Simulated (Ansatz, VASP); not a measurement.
SiC in VASP and in Ansatz

The input INCAR:

```
ALGO = Normal
EDIFF = 1E-8
ENCUT = 520
GGA = PS
ISIF = 2
ISMEAR = -1
LASPH = True
LCHARG = False
LEFG = True
LREAL = False
LWAVE = False
NBANDS = 36
NELM = 100
PREC = Accurate
SIGMA = 0.02
```

File KPOINTS:

```
k-points
0
Gamma
  9 9 2
```

POSCAR

```
SiC
1.0
    3.0950000000      0.0000000000      0.0000000000
   -1.5475000000      2.6803486247      0.0000000000
    0.0000000000      0.0000000000     15.1700000000
Si C
6 6
Direct
    0.0000000000      0.0000000000      0.1250000000
    0.0000000000      0.0000000000      0.6250000000
    0.3333333333      0.6666666667      0.2917000000
    0.6666666667      0.3333333333      0.7917000000
    0.3333333333      0.6666666667      0.9583000000
    0.6666666667      0.3333333333      0.4583000000
    0.0000000000      0.0000000000      0.0000000000
    0.0000000000      0.0000000000      0.5000000000
    0.3333333333      0.6666666667      0.1667000000
    0.6666666667      0.3333333333      0.6667000000
    0.3333333333      0.6666666667      0.8333000000
    0.6666666667      0.3333333333      0.3333000000
```

Input for Ansatz:

```yaml
crystal:
  lattice:
    - [3.095, 0.0, 0.0]
    - [-1.5475, 2.6803486247, 0.0]
    - [0.0, 0.0, 15.17]
  atoms:
    - { symbol: Si, position: [0.0, 0.0, 0.125] }
    - { symbol: Si, position: [0.0, 0.0, 0.625] }
    - { symbol: Si, position: [0.3333333333, 0.6666666667, 0.2917] }
    - { symbol: Si, position: [0.6666666667, 0.3333333333, 0.7917] }
    - { symbol: Si, position: [0.3333333333, 0.6666666667, 0.9583] }
    - { symbol: Si, position: [0.6666666667, 0.3333333333, 0.4583] }
    - { symbol: C, position: [0.0, 0.0, 0.0] }
    - { symbol: C, position: [0.0, 0.0, 0.5] }
    - { symbol: C, position: [0.3333333333, 0.6666666667, 0.1667] }
    - { symbol: C, position: [0.6666666667, 0.3333333333, 0.6667] }
    - { symbol: C, position: [0.3333333333, 0.6666666667, 0.8333] }
    - { symbol: C, position: [0.6666666667, 0.3333333333, 0.3333] }
kpoints:
  mp_grid: { grid: [9, 9, 2] }
scf:
  occupations: { method: fermi_dirac, width: 0.02 }
hamiltonian:
  xc: pbesol
  pseudopotentials: { kind: paw }
output:
  forces: true
  stress: true
  populations: true
  efg: { contact_densities: true }
  write_density: true
  write_potential: true
  elf: true
  volumetric_format: npy
```

Alike in both runs: task electric field gradients; functional PBEsol; k mesh 9 × 9 × 2; occupations fermi-dirac, width 0.02 eV; no spin polarisation.

|  | VASP | Ansatz |
| --- | --- | --- |
| version | VASP 6.6.1 | Ansatz 0.2.0 |
| potentials or method | VASP PAW PBE potentials, release 64 (Si, C) | plane-wave PAW, scalar-relativistic |
| plane-wave cutoff (eV) | 520 | 420 |
| valence electrons in the cell | 48 | 48 |

|  | VASP | Ansatz | Ansatz less VASP |
| --- | --- | --- | --- |
| gap on the k mesh at the Fermi level (eV) | 1.99 | 2.00 | +0.008 |
| pressure (GPa) | -2.8 | -3.2 | -0.34 |
| traceless stress, the component that is largest in VASP (GPa) | 0.51 | 0.51 | -0.004 |
| rms of the force components (eV/Å) | 0.039 | 0.039 | 0.0000 |
| size of Vzz on the site where it differs most (V/Å²) | 1.7 | 1.8 | +0.09 |

VASP's potentials were made for PBE, not for PBEsol. Atom by atom the forces differ by 0.000 eV/Å (rms over components). The functional is the same, so the differences come from potentials, cutoffs and numerics.
